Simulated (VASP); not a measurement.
# MgS (P6_3mc) in VASP: a series of runs, part 2 of 2

VASP 6.6.1.

### Step 4. Single point, PBEsol (strained and its atoms moved)

Input file INCAR:

```
  PREC = Accurate
  ENCUT = 520
  EDIFF = 1E-6
  ISMEAR = 0
  SIGMA = 0.02
  LREAL = F
  LASPH = T
  NELM = 80
  ALGO = Normal
  ISIF = 2
  LWAVE = F
  LCHARG = T
  GGA = PS
  LELF = T
  LVHAR = T
  NBANDS = 16
```

Input file KPOINTS:

```
Automatic mesh
0
Gamma
  6 6 4
```

Input file POSCAR:

```
MgS
1.0
    4.1623585522      0.0000000000      0.0000000000
   -2.0811792761      3.6047082459      0.0000000000
    0.0000000000      0.0000000000      6.4429717883
Mg S
2 2
Direct
    0.6666666700      0.3333333300      0.4910908842
    0.3333333300      0.6666666700      0.9910908842
    0.3333333300      0.6666666700      0.3839081158
    0.6666666700      0.3333333300      0.8839081158
```

Potentials or basis: VASP PAW PBE potentials, release 64 (Mg, S).

Started as:

```sh
cat potpaw_PBE.64/Mg/POTCAR potpaw_PBE.64/S/POTCAR > POTCAR
mpirun -np 1 vasp_std > vasp.out
```

OUTCAR:

```text
PREC = Accurate
   ENCUT = 520
   EDIFF = 1E-6
   ISMEAR = 0
   LREAL = F
   LASPH = T
   NELM = 80
   ISIF = 2
   GGA = PS

 ion  position               nearest neighbor table
   1  0.667  0.333  0.491-   3 2.50   3 2.50   3 2.50   4 2.53
   2  0.333  0.667  0.991-   4 2.50   4 2.50   4 2.50   3 2.53
   3  0.333  0.667  0.384-   1 2.50   1 2.50   1 2.50   2 2.53
   4  0.667  0.333  0.884-   2 2.50   2 2.50   2 2.50   1 2.53

  LATTYP: Found a hexagonal cell.
 ALAT       =     4.1623585522
 C/A-ratio  =     1.5479136906

  Lattice vectors:

 A1 = (   4.1623585522,   0.0000000000,   0.0000000000)
 A2 = (  -2.0811792761,   3.6047082459,   0.0000000000)
 A3 = (   0.0000000000,   0.0000000000,   6.4429717883)

Analysis of symmetry for initial positions (statically):
=====================================================================
 Subroutine PRICEL returns:
 Original cell was already a primitive cell.

 Routine SETGRP: Setting up the symmetry group for a
 hexagonal supercell.

 Subroutine GETGRP returns: Found 12 space group operations
 (whereof  6 operations were pure point group operations)
 out of a pool of 24 trial point group operations.

The static configuration has the point symmetry C_3v.
 The point group associated with its full space group is C_6v.

Analysis of symmetry for dynamics (positions and initial velocities):
=====================================================================
 Subroutine PRICEL returns:
 Original cell was already a primitive cell.

 Routine SETGRP: Setting up the symmetry group for a
 hexagonal supercell.

 Subroutine GETGRP returns: Found 12 space group operations
 (whereof  6 operations were pure point group operations)
 out of a pool of 24 trial point group operations.

The dynamic configuration has the point symmetry C_3v.
 The point group associated with its full space group is C_6v.

 Subroutine INISYM returns: Found 12 space group operations
 (whereof  6 operations are pure point group operations),
 and found     1 'primitive' translations

----------------------------------------------------------------------------------------

                                     Primitive cell

  volume of cell :      96.6709

  direct lattice vectors                    reciprocal lattice vectors
     4.162358552  0.000000000  0.000000000     0.240248404  0.138707481  0.000000000
    -2.081179276  3.604708246  0.000000000     0.000000000  0.277414962  0.000000000
     0.000000000  0.000000000  6.442971788     0.000000000  0.000000000  0.155207881

  length of vectors
     4.162358552  4.162358552  6.442971788     0.277414962  0.277414962  0.155207881

  position of ions in fractional coordinates (direct lattice)
     0.666666670  0.333333330  0.491090884
     0.333333330  0.666666670  0.991090884
     0.333333330  0.666666670  0.383908116
     0.666666670  0.333333330  0.883908116

  ion indices of the primitive-cell ions
   primitive index   ion index
                 1           1
                 2           2
                 3           3
                 4           4

[... 20 lines left out ...]

 Subroutine IBZKPT returns following result:
 ===========================================

 Found     21 irreducible k-points:

 Following reciprocal coordinates:
            Coordinates               Weight
  0.000000  0.000000  0.000000      1.000000
  0.166667  0.000000  0.000000      6.000000
  0.333333  0.000000  0.000000      6.000000
  0.500000  0.000000  0.000000      3.000000
  0.166667  0.166667  0.000000      6.000000
  0.333333  0.166667  0.000000     12.000000
[... 13 lines left out ...]
  0.333333  0.166667  0.500000     12.000000
  0.333333  0.333333  0.500000      2.000000
   k-points           NKPTS =     21   k-points in BZ     NKDIM =     21   number of bands    NBANDS=     16
   number of dos      NEDOS =    301   number of ions     NIONS =      4
   total plane-waves  NPLWV =  49152
   dimension x,y,z NGX =    32 NGY =   32 NGZ =   48
   dimension x,y,z NGXF=    64 NGYF=   64 NGZF=   96
   ions per type =               2   2
   NGX,Y,Z   is equivalent  to a cutoff of  12.78, 12.78, 12.39 a.u.
   NGXF,Y,Z  is equivalent  to a cutoff of  25.56, 25.56, 24.77 a.u.
 SYSTEM =  unknown system
   PREC   = accura    normal or accurate (medium, high low for compatibility)
   ISTART =      0    job   : 0-new  1-cont  2-samecut
   ICHARG =      2    charge: 1-file 2-atom 10-const
   ISPIN  =      1    spin polarized calculation?
   LNONCOLLINEAR =      F non collinear calculations
   LSORBIT =      F    spin-orbit coupling
   LASPH  =      T    aspherical Exc in radial PAW
   ENCUT  =  520.0 eV  38.22 Ry    6.18 a.u.   7.74  7.74 11.98*2*pi/ulx,y,z
   NELM   =     80;   NELMIN=  2; NELMDL= -5     # of ELM steps
   EDIFF  = 0.1E-05   stopping-criterion for ELM
   LREAL  =      F    real-space projection
   EDIFFG = 0.1E-04   stopping-criterion for IOM
   NSW    =      0    number of steps for IOM
   IBRION =     -1    ionic relax: 0-MD 1-quasi-New 2-CG
   NFREE  =      0    steps in history (QN), initial steepest desc. (CG)
   ISIF   =      2    stress and relaxation
   ISYM   =      2    0-nonsym 1-usesym 2-fastsym
   POTIM  = 0.5000    time-step for ionic-motion
   TEBEG  =    0.0;   TEEND  =   0.0 temperature during run
   PSTRESS=    0.0 pullay stress
   NELECT =      16.0000    total number of electrons
   NUPDOWN=      -1.0000    fix difference up-down
   EMIN   =  10.00;   EMAX   =-10.00  energy-range for DOS
   EFERMI =   0.00;   METHOD = LEGACY
   ISMEAR =     0;   SIGMA  =   0.02  broadening in eV -4-tet -1-fermi 0-gaus
   EFERMI_NEDOS =   21; number of points for ismear=-14 and -15
   IALGO  =     38    algorithm
   IMIX   =      4    mixing-type and parameters
     AMIX     =   0.40;   BMIX     =  1.00
     AMIX_MAG =   1.60;   BMIX_MAG =  1.00
  volume/ion in A,a.u.               =      24.17       163.09
  Fermi-wavevector in a.u.,A,eV,Ry     =   0.898841  1.698563 10.992353  0.807915
  Thomas-Fermi vector in A             =   2.021600
   LORBIT       =      0    0 simple, 1 ext, 2 COOP (PROOUT), +10 PAW based schemes
   GGA     = PS    functional components
   LHFCALC =     F    Hartree Fock is set to
   AEXX    =    0.0000 exact exchange contribution
   IVDW    =     0    specifies the selected vdW correction
   LEPSILON=     F    determine dielectric tensor
   LRPA    =     F    only Hartree local field effects (RPA)
 non-spin polarized calculation
 Gauss-broadening in eV      SIGMA  =   0.02
  energy-cutoff  :      520.00
  volume of cell :       96.67
 maximum number of plane-waves:      2645
 NGX is ok and might be reduce to    32
   NGX = 15   NGY = 15   NGZ = 23

 number of electron      16.0000001 magnetization

 Free energy of the ion-electron system (eV)
  ---------------------------------------------------
  ext. energy  EPLUGINS =         0.00000000
  ---------------------------------------------------
  free energy    TOTEN  =       -17.78052605 eV

  energy without entropy =      -17.78052605  energy(sigma->0) =      -17.78052605

 E-fermi :   0.9853     XC(G=0):  -8.3258

 val. band max:        0.8761263763   @ k =   0.0000   0.0000   0.0000
 cond. band min:       3.7137988022   @ k =   0.0000   0.0000   0.0000
 fundamental gap:      2.8376724259
 Fermi energy:         0.9853429612

 k-point     1 :       0.0000    0.0000    0.0000
  band No.  band energies     occupation
      1     -10.4522      2.00000
      2      -9.7632      2.00000
      3      -2.2416      2.00000
      4       0.1029      2.00000
      5       0.1029      2.00000
      6       0.5486      2.00000
[... 376 lines left out ...]
      3      -1.9657      2.00000
      4      -1.9657      2.00000
      5      -1.1312      2.00000
      6      -1.1312      2.00000
[... 8 lines left out ...]
     15       9.8078      0.00000
     16       9.8078      0.00000

------------------------ aborting loop because EDIFF is reached ----------------------------------------

  FORCE on cell =-STRESS in cart. coord.  units (eV):
  Direction    XX          YY          ZZ          XY          YZ          ZX
  --------------------------------------------------------------------------------------
  -------------------------------------------------------------------------------------
  Total       -2.3596628     -2.3596628     -2.0381971      0.0000000      0.0000000     -0.0000000
  in kB      -39.1079177    -39.1079177    -33.7801000      0.0000000      0.0000000     -0.0000000
  external PRESSURE =     -37.3319784 kB  Pullay stress =       0.0000000 kB

 VOLUME and BASIS-vectors are now :
 -----------------------------------------------------------------------------
  energy-cutoff  :      520.00
  volume of cell :       96.67
      direct lattice vectors                 reciprocal lattice vectors
     4.162358552  0.000000000  0.000000000     0.240248404  0.138707481  0.000000000
    -2.081179276  3.604708246  0.000000000     0.000000000  0.277414962  0.000000000
     0.000000000  0.000000000  6.442971788     0.000000000  0.000000000  0.155207881

 POSITION                                       TOTAL-FORCE (eV/Angst)
 -----------------------------------------------------------------------------------
      2.08118      1.20157      3.16408         0.000000      0.000000      0.122286
     -0.00000      2.40314      6.38557         0.000000      0.000000      0.122286
     -0.00000      2.40314      2.47351        -0.000000      0.000000     -0.122286
      2.08118      1.20157      5.69500         0.000000     -0.000000     -0.122286
 -----------------------------------------------------------------------------------
    total drift:                               -0.000010      0.000006     -0.000663

  FREE ENERGIE OF THE ION-ELECTRON SYSTEM (eV)
  ---------------------------------------------------
  free  energy   TOTEN  =       -17.7805260465 eV

  energy  without entropy=      -17.7805260465  energy(sigma->0) =      -17.78052605
```

stdout:

```text
POSCAR found type information on POSCAR MgS
 POSCAR found :  2 types and       4 ions
 scaLAPACK will be used
 -----------------------------------------------------------------------------
|                                                                             |
|                                                                             |
|     You enforced a specific xc type in the INCAR file but a different       |
|     I HOPE YOU KNOW WHAT YOU ARE DOING!                                     |
|                                                                             |
 -----------------------------------------------------------------------------

 LDA part: xc-table for (Slater+PW92), standard interpolation
 POSCAR, INCAR and KPOINTS ok, starting setup
 FFT: planning ... GRIDC
 FFT: planning ... GRID_SOFT
 FFT: planning ... GRID
 WAVECAR not read
 entering main loop
```

Run time: 14 s. Hardware: 1 thread of Intel Xeon 6975P-C (Granite Rapids), shared host; peak memory 0.21 GiB.

Results:

- Free energy: -17.7805 eV
- Pressure: -3.7 GPa
- Largest force: 0.122 eV/Å
- Band gap on the k mesh: 2.84 eV, direct

Forces on the atoms (eV/Å):
```
Mg   0.000  0.000  0.122
Mg   0.000  0.000  0.122
S    0.000  0.000 -0.122
S    0.000  0.000 -0.122
```

Caveat: the cell differs from its parent crystal (strained and its atoms moved); the PAW data sets were made with another functional, which shifts forces and pressure a little.

### Step 5. Single point, PBEsol (strained and its atoms moved)

Input file INCAR:

```
PREC = Accurate ; ENCUT = 520
EDIFF = 1E-6 ; ISMEAR = 0
SIGMA = 0.02 ; LREAL = False
LASPH = True ; NELM = 100
ALGO = Normal ; ISIF = 2
LWAVE = False ; LCHARG = False
GGA = PS ; NBANDS = 16
```

Input file KPOINTS:

```
regular mesh
0
Gamma
  6 6 4
```

Input file POSCAR:

```
MgS
1.0
    4.1104329618      0.0000000000      0.0000000000
   -2.0552164809      3.5597393655      0.0000000000
    0.0000000000      0.0000000000      6.6496414003
Mg S
2 2
Direct
    0.6666666700      0.3333333300      0.5050827816
    0.3333333300      0.6666666700      1.0050827816
    0.3333333300      0.6666666700      0.3699162184
    0.6666666700      0.3333333300      0.8699162184
```

Started as:

```sh
cat potpaw_PBE.64/Mg/POTCAR potpaw_PBE.64/S/POTCAR > POTCAR
mpirun -np 1 vasp_std > vasp.out
```

It took 15 s on 1 thread of Intel Xeon 6975P-C (Granite Rapids), shared host; peak memory 0.22 GiB.

The run converged. Its results:

```yaml
Free_energy: -17.7407 eV
Pressure: -3.7 GPa
Largest_force: 0.454 eV/Å
Band_gap_on_the_k_mesh: 2.99 eV, direct
```

Forces in eV/Å, atoms in the order of the input:
```
Mg   0.000  0.000 -0.454
Mg   0.000  0.000 -0.454
S    0.000  0.000  0.454
S    0.000  0.000  0.454
```

Stress tensor (GPa, compression positive):
```
-4.39  0.00  0.00
 0.00 -4.39  0.00
 0.00  0.00 -2.17
```

Levels at points of the mesh, in eV from the valence-band top:
```
           k point  band 4  band 5  band 6  band 7  band 8  band 9  band 10  band 11  band 12  band 13
(0.00, 0.00, 0.00)   -0.38   -0.38   -0.14    0.00    0.00    2.99     4.51     7.42     7.42     7.93
(0.50, 0.00, 0.00)   -2.22   -1.82   -1.02   -0.95   -0.31    4.69     4.99     5.45     7.26     7.86
(0.00, 0.00, 0.50)   -1.91   -0.19   -0.19   -0.19   -0.19    4.53     4.53     7.22     7.22     7.57
(0.50, 0.00, 0.50)   -2.85   -0.81   -0.81   -0.70   -0.70    4.43     4.43     6.17     6.17     8.82
```

Caveat: the cell differs from its parent crystal (strained and its atoms moved); the PAW data sets were made with another functional, which shifts forces and pressure a little.

### Step 6. Single point, PBEsol (strained and its atoms moved)

Input file INCAR:

```
PREC = Accurate
ENCUT = 520
EDIFF = 1E-7
ISMEAR = 0
SIGMA = 0.02
LREAL = F
LASPH = T
NELM = 80
ALGO = Normal
ISIF = 2
LWAVE = F
LCHARG = F
GGA = PS
NBANDS = 16
```

Input file KPOINTS:

```
Automatic mesh
0
Gamma
  6 6 4
```

Input file POSCAR:

```
MgS
1.0
    4.1112398863      0.0000000000      0.0000000000
   -2.0556199432      3.5604381826      0.0000000000
    0.0000000000      0.0000000000      7.1333499227
Mg S
2 2
Direct
    0.6666666700      0.3333333300      0.4864269184
    0.3333333300      0.6666666700      0.9864269184
    0.3333333300      0.6666666700      0.3885720816
    0.6666666700      0.3333333300      0.8885720816
```

Potentials or basis: VASP PAW PBE potentials, release 64 (Mg, S).

Started as:

```sh
cat potpaw_PBE.64/Mg/POTCAR potpaw_PBE.64/S/POTCAR > POTCAR
mpirun -np 1 vasp_std > vasp.out
```

Wall time 17 s (1 thread of Intel Xeon 6975P-C (Granite Rapids), shared host); peak memory 0.23 GiB.

It converged, with:

```yaml
Free_energy: -17.3939 eV
Pressure: -5.0 GPa
Largest_force: 0.385 eV/Å
Band_gap_on_the_k_mesh: 2.62 eV, direct
```

Forces in eV/Å, atoms in the order of the input:
```
Mg   0.000  0.000  0.385
Mg   0.000  0.000  0.385
S    0.000  0.000 -0.385
S    0.000  0.000 -0.385
```

Stress tensor (GPa, compression positive):
```
-3.52  0.00  0.00
 0.00 -3.52  0.00
 0.00  0.00 -7.89
```

Levels at points of the mesh, in eV from the valence-band top:
| k point | band 4 | band 5 | band 6 | band 7 | band 8 | band 9 | band 10 | band 11 | band 12 | band 13 |
| --- | --- | --- | --- | --- | --- | --- | --- | --- | --- | --- |
| (0.00, 0.00, 0.00) | -0.43 | -0.43 | -0.19 | -0.19 | 0.00 | 2.62 | 4.40 | 7.17 | 7.36 | 7.36 |
| (0.50, 0.00, 0.00) | -2.44 | -1.38 | -1.02 | -0.58 | -0.56 | 4.69 | 4.76 | 5.09 | 6.97 | 7.60 |
| (0.00, 0.00, 0.50) | -1.64 | -0.32 | -0.32 | -0.32 | -0.32 | 4.21 | 4.21 | 6.73 | 6.73 | 7.53 |
| (0.50, 0.00, 0.50) | -2.79 | -0.81 | -0.81 | -0.66 | -0.66 | 4.28 | 4.28 | 5.74 | 5.74 | 8.29 |

Caveat: the cell differs from its parent crystal (strained and its atoms moved); the PAW data sets were made with another functional, which shifts forces and pressure a little.

### Step 7. Overview

```csv
cell,gap on the mesh (eV),pressure (GPa),largest force (eV/Å)
"a = 4.065, b = 4.065, c = 6.287 Å, angles 90.0, 90.0, 120.0°, 4 atoms",3.34,0.4,0.60
"a = 4.073, b = 4.073, c = 6.687 Å, angles 90.0, 90.0, 120.0°, 4 atoms",3.07,-3.3,0.05
"a = 4.162, b = 4.162, c = 6.443 Å, angles 90.0, 90.0, 120.0°, 4 atoms",2.84,-3.7,0.12
"a = 4.110, b = 4.110, c = 6.650 Å, angles 90.0, 90.0, 120.0°, 4 atoms",2.99,-3.7,0.45
"a = 4.111, b = 4.111, c = 7.133 Å, angles 90.0, 90.0, 120.0°, 4 atoms",2.62,-5.0,0.38
```

Alike in all rows: task single point; level PBEsol; potentials or basis VASP PAW PBE potentials, release 64 (Mg, S); no spin polarisation; k mesh 6 × 6 × 4; cutoff (eV) 520; smearing gaussian 0.02 eV.

Caveats: the PAW data sets were made with another functional, which shifts forces and pressure a little.

Total energies depend on the potentials used, so only differences within one code and one set of settings carry meaning.
